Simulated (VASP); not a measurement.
# GeS (Pnma) in VASP: electric field gradients with PBE

Aim: the electric field gradients of GeS with PBE.

All numbers are computed with VASP 6.6.1; they aren't measurements. Logs are shortened: lines on timing, memory, paths and dates and some standing lists are left out, and cuts for length are marked.

### 1 The cell of the first run

It takes space group Pnma (No. 62, orthorhombic). Conventional cell: a = 10.781 Å, b = 3.603 Å, c = 4.523 Å, α = 90.00°, β = 90.00°, γ = 90.00°. Within 3.2 Å of Ge (site symmetry m) lie 3 S at 2.42 to 2.44 Å. S (site symmetry m) has 3 Ge at 2.42 to 2.44 Å within 3.2 Å.

### 2 Electric field gradients, PBE

INCAR

```
ALGO = Normal
EDIFF = 1E-8
ENCUT = 410
GGA = PE
GGA_COMPAT = False
ISIF = 2
ISMEAR = -1
LASPH = True
LCHARG = False
LEFG = True
LREAL = False
LWAVE = False
NBANDS = 50
NELM = 120
PREC = Accurate
SIGMA = 0.01
```

KPOINTS

```
k-points
0
Gamma
  3 9 7
```

POSCAR

```
GeS
1.0
   10.7807516100      0.0000000000      0.0000000000
    0.0000000000      3.6031403700      0.0000000000
    0.0000000000      0.0000000000      4.5231251300
Ge S
4 4
Direct
    0.8722463400      0.2500000000      0.3668910500
    0.1277536600      0.7500000000      0.6331089500
    0.6277536600      0.7500000000      0.8668910500
    0.3722463400      0.2500000000      0.1331089500
    0.6548307200      0.2500000000      0.5147881700
    0.3451692800      0.7500000000      0.4852118300
    0.8451692800      0.7500000000      0.0147881700
    0.1548307200      0.2500000000      0.9852118300
```

Potentials or basis: VASP PAW PBE potentials, release 64 (Ge_d, S).

Launch:

```console
cat potpaw_PBE.64/Ge_d/POTCAR potpaw_PBE.64/S/POTCAR > POTCAR
mpirun -np 1 vasp_std > vasp.out
```

OUTCAR:

```text
EDIFF = 1E-8
   ENCUT = 410
   GGA = PE
   ISIF = 2
   ISMEAR = -1
   LASPH = True
   LREAL = False
   NELM = 120
   PREC = Accurate

 ion  position               nearest neighbor table
   1  0.872  0.250  0.367-   7 2.42   7 2.42   5 2.44
   2  0.128  0.750  0.633-   8 2.42   8 2.42   6 2.44
   3  0.628  0.750  0.867-   5 2.42   5 2.42   7 2.44
   4  0.372  0.250  0.133-   6 2.42   6 2.42   8 2.44
   5  0.655  0.250  0.515-   3 2.42   3 2.42   1 2.44
   6  0.345  0.750  0.485-   4 2.42   4 2.42   2 2.44
   7  0.845  0.750  0.015-   1 2.42   1 2.42   3 2.44
   8  0.155  0.250  0.985-   2 2.42   2 2.42   4 2.44

  LATTYP: Found a simple orthorhombic cell.
 ALAT       =     3.6031403700
 B/A-ratio  =     1.2553285927
 C/A-ratio  =     2.9920431909

  Lattice vectors:

 A1 = (   0.0000000000,   3.6031403700,   0.0000000000)
 A2 = (   0.0000000000,   0.0000000000,   4.5231251300)
 A3 = (  10.7807516100,   0.0000000000,   0.0000000000)

Analysis of symmetry for initial positions (statically):
=====================================================================
 Subroutine PRICEL returns:
 Original cell was already a primitive cell.

 Routine SETGRP: Setting up the symmetry group for a
 simple orthorhombic supercell.

 Subroutine GETGRP returns: Found  8 space group operations
 (whereof  2 operations were pure point group operations)
 out of a pool of  8 trial point group operations.

The static configuration has the point symmetry S_2 .
 The point group associated with its full space group is D_2h.

Analysis of symmetry for dynamics (positions and initial velocities):
=====================================================================
 Subroutine PRICEL returns:
 Original cell was already a primitive cell.

 Routine SETGRP: Setting up the symmetry group for a
 simple orthorhombic supercell.

 Subroutine GETGRP returns: Found  8 space group operations
 (whereof  2 operations were pure point group operations)
 out of a pool of  8 trial point group operations.

The dynamic configuration has the point symmetry S_2 .
[... 1437 lines left out ...]
     50       9.1193      0.00000

 [... further k-points ...]

------------------------ aborting loop because EDIFF is reached ----------------------------------------

  FORCE on cell =-STRESS in cart. coord.  units (eV):
  Direction    XX          YY          ZZ          XY          YZ          ZX
  --------------------------------------------------------------------------------------
  -------------------------------------------------------------------------------------
  Total        1.4473418      1.7723046      1.4908517      0.0000000     -0.0000000      0.0000000
  in kB       13.1981440     16.1614429     13.5949056      0.0000000     -0.0000000      0.0000000
  external PRESSURE =      14.3181641 kB  Pullay stress =       0.0000000 kB

 VOLUME and BASIS-vectors are now :
 -----------------------------------------------------------------------------
  energy-cutoff  :      410.00
  volume of cell :      175.70
      direct lattice vectors                 reciprocal lattice vectors
    10.780751610  0.000000000  0.000000000     0.092757911  0.000000000  0.000000000
     0.000000000  3.603140370  0.000000000     0.000000000  0.277535676  0.000000000
     0.000000000  0.000000000  4.523125130     0.000000000  0.000000000  0.221086079

 POSITION                                       TOTAL-FORCE (eV/Angst)
 -----------------------------------------------------------------------------------
      9.40347      0.90079      1.65949         0.210614     -0.000000      0.198619
      1.37728      2.70236      2.86363        -0.210614      0.000000     -0.198619
      6.76766      2.70236      3.92106        -0.210614     -0.000000      0.198619
      4.01310      0.90079      0.60207         0.210614     -0.000000     -0.198619
      7.05957      0.90079      2.32845        -0.105463     -0.000000     -0.205358
      3.72118      2.70236      2.19467         0.105463     -0.000000      0.205358
      9.11156      2.70236      0.06689         0.105463     -0.000000     -0.205358
      1.66919      0.90079      4.45624        -0.105463     -0.000000      0.205358
 -----------------------------------------------------------------------------------
    total drift:                                0.000000      0.000000     -0.000000

  FREE ENERGIE OF THE ION-ELECTRON SYSTEM (eV)
  ---------------------------------------------------
  free  energy   TOTEN  =       -36.6115946557 eV

  energy  without entropy=      -36.6115946557  energy(sigma->0) =      -36.61159466

 Electric field gradients (V/A^2)
---------------------------------------------------------------------
 ion       V_xx      V_yy      V_zz      V_xy      V_xz      V_yz
---------------------------------------------------------------------
   1     -29.208    28.430     0.779     0.000   -61.060    -0.000
   2     -29.208    28.430     0.779    -0.000   -61.060    -0.000
   3     -29.208    28.430     0.779     0.000    61.060    -0.000
   4     -29.208    28.430     0.779     0.000    61.060     0.000
   5     -23.287    28.983    -5.696     0.000   -48.041     0.000
   6     -23.287    28.983    -5.696     0.000   -48.041    -0.000
   7     -23.287    28.983    -5.696    -0.000    48.041    -0.000
   8     -23.287    28.983    -5.696    -0.000    48.041    -0.000
---------------------------------------------------------------------

 Electric field gradients after diagonalization (V/A^2)
 (convention: |V_zz| > |V_xx| > |V_yy|)
----------------------------------------------------------------------
 ion       V_xx      V_yy      V_zz     asymmetry (V_yy - V_xx)/ V_zz
----------------------------------------------------------------------
   1      48.659    28.430   -77.089       0.262
   2      48.659    28.430   -77.089       0.262
   3      48.659    28.430   -77.089       0.262
   4      48.659    28.430   -77.089       0.262
   5      34.347    28.983   -63.331       0.085
   6      34.347    28.983   -63.331       0.085
   7      34.347    28.983   -63.331       0.085
   8      34.347    28.983   -63.331       0.085
----------------------------------------------------------------------

           NMR quadrupolar parameters

 Cq : quadrupolar parameter    Cq=e*Q*V_zz/h
 eta: asymmetry parameters     (V_yy - V_xx)/ V_zz
 Q  : nuclear electric quadrupole moment in mb (millibarn)
----------------------------------------------------------------------
 ion       Cq(MHz)       eta       Q (mb)
----------------------------------------------------------------------
   1      -0.186       0.262       1.000
   2      -0.186       0.262       1.000
   3      -0.186       0.262       1.000
   4      -0.186       0.262       1.000
   5      -0.153       0.085       1.000
   6      -0.153       0.085       1.000
   7      -0.153       0.085       1.000
   8      -0.153       0.085       1.000
----------------------------------------------------------------------
```

OSZICAR:

```text
N       E                     dE             d eps       ncg     rms          rms(c)
DAV:   1     0.842051452741E+03    0.84205E+03   -0.32300E+04  5106   0.308E+03
DAV:   2     0.129994321352E+03   -0.71206E+03   -0.67901E+03  4000   0.849E+02
DAV:   3    -0.247041603967E+02   -0.15470E+03   -0.14812E+03  4686   0.210E+02
DAV:   4    -0.369610391846E+02   -0.12257E+02   -0.12077E+02  4768   0.670E+01
DAV:   5    -0.373954610234E+02   -0.43442E+00   -0.43313E+00  4804   0.126E+01    0.133E+01
DAV:   6    -0.366237273462E+02    0.77173E+00   -0.15143E+00  5730   0.641E+00    0.870E+00
DAV:   7    -0.366208832611E+02    0.28441E-02   -0.66053E-01  5194   0.285E+00    0.195E+00
DAV:   8    -0.366109204832E+02    0.99628E-02   -0.74806E-02  5508   0.189E+00    0.432E-01
DAV:   9    -0.366113967376E+02   -0.47625E-03   -0.10718E-02  4698   0.632E-01    0.167E-01
DAV:  10    -0.366115174936E+02   -0.12076E-03   -0.10318E-03  5388   0.156E-01    0.766E-02
DAV:  11    -0.366115892337E+02   -0.71740E-04   -0.10157E-04  5444   0.693E-02    0.272E-02
DAV:  12    -0.366115921224E+02   -0.28887E-05   -0.23536E-05  4852   0.226E-02    0.980E-03
DAV:  13    -0.366115948740E+02   -0.27515E-05   -0.75406E-06  4634   0.170E-02    0.383E-03
DAV:  14    -0.366115947705E+02    0.10345E-06   -0.11561E-06  4812   0.757E-03    0.300E-03
DAV:  15    -0.366115946538E+02    0.11667E-06   -0.23650E-07  5226   0.318E-03    0.557E-04
DAV:  16    -0.366115946557E+02   -0.18717E-08   -0.46164E-08  3978   0.899E-04
   1 F= -.36611595E+02 E0= -.36611595E+02  d E =-.878318E-14
```

Wall time 3.5 min (1 thread of Intel Xeon Platinum 8259CL at 2.50GHz (Skylake/Cascade Lake), shared host); peak memory 0.33 GiB.

What came out:

- Free energy: -36.6116 eV
- Pressure: 1.4 GPa
- Largest force: 0.289 eV/Å
- Band gap on the k mesh: 1.14 eV (least direct gap 1.16 eV)
- Largest electric field gradient by atom: Ge -77.1; S -63.3 V/Å²

Forces in eV/Å, atoms in the order of the input:
```
Ge   0.211  0.000  0.199
Ge  -0.211  0.000 -0.199
Ge  -0.211  0.000  0.199
Ge   0.211  0.000 -0.199
S   -0.105  0.000 -0.205
S    0.105  0.000  0.205
S    0.105  0.000 -0.205
S   -0.105  0.000  0.205
```

Electric field gradients, principal values (V/Å²):
| atom | least | middle | greatest (by size) |
| --- | --- | --- | --- |
| 1 Ge | 28.430 | 48.659 | -77.089 |
| 2 Ge | 28.430 | 48.659 | -77.089 |
| 3 Ge | 28.430 | 48.659 | -77.089 |
| 4 Ge | 28.430 | 48.659 | -77.089 |
| 5 S | 28.983 | 34.347 | -63.331 |
| 6 S | 28.983 | 34.347 | -63.331 |
| 7 S | 28.983 | 34.347 | -63.331 |
| 8 S | 28.983 | 34.347 | -63.331 |

Caveat: without QUAD_EFG the Cq values of the log hold for a quadrupole moment of 1 mb, not for the nuclei.
